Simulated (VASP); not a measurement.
Wanted: the native input for a VASP 6.6.1 run.

```yaml
Task: single point
Functional: PBE
Potentials_or_basis: VASP PAW PBE potentials, release 64 (Li_sv, F)
Cutoff: 520 eV
k_mesh: 8 × 8 × 8
Occupations: fermi-dirac, width 0.02 eV
Spin: no spin polarisation
Dipole_correction: no
Further_INCAR_settings: ALGO = Normal; EDIFF = 1e-07; NBANDS = 12
```

The structure of LiF (Griceite) lies in POSCAR:

```
LiF
1.0
    0.0000000000      2.0140000000      2.0140000000
    2.0140000000      0.0000000000      2.0140000000
    2.0140000000      2.0140000000      0.0000000000
Li F
1 1
Direct
    0.0000000000      0.0000000000      0.0000000000
    0.5000000000      0.5000000000      0.5000000000
```

These files were run (other wordings do the same):

INCAR

```
SYSTEM = LiF
PREC = Accurate
ENCUT = 520
EDIFF = 1E-7
ISMEAR = -1
SIGMA = 0.02
LREAL = .FALSE.
LASPH = .TRUE.
NELM = 80
ALGO = Normal
ISIF = 2
LWAVE = .FALSE.
LCHARG = .FALSE.
GGA = PE
NBANDS = 12
```

KPOINTS

```
regular mesh
0
G
  8 8 8
  0 0 0
```

Potentials or basis: VASP PAW PBE potentials, release 64 (Li_sv, F).

Command:

```sh
$ cat potpaw_PBE.64/Li_sv/POTCAR potpaw_PBE.64/F/POTCAR > POTCAR
$ mpirun -np 1 vasp_std > vasp.out
```

Results of the run:

The band gap on the k mesh is 9.09 eV, direct.

Wall time 5.7 s on 1 thread of Intel(R) Xeon(R) Platinum 8259CL CPU @ 2.50GHz (Skylake/Cascade Lake), on a shared host, peak memory 0.13 GiB.
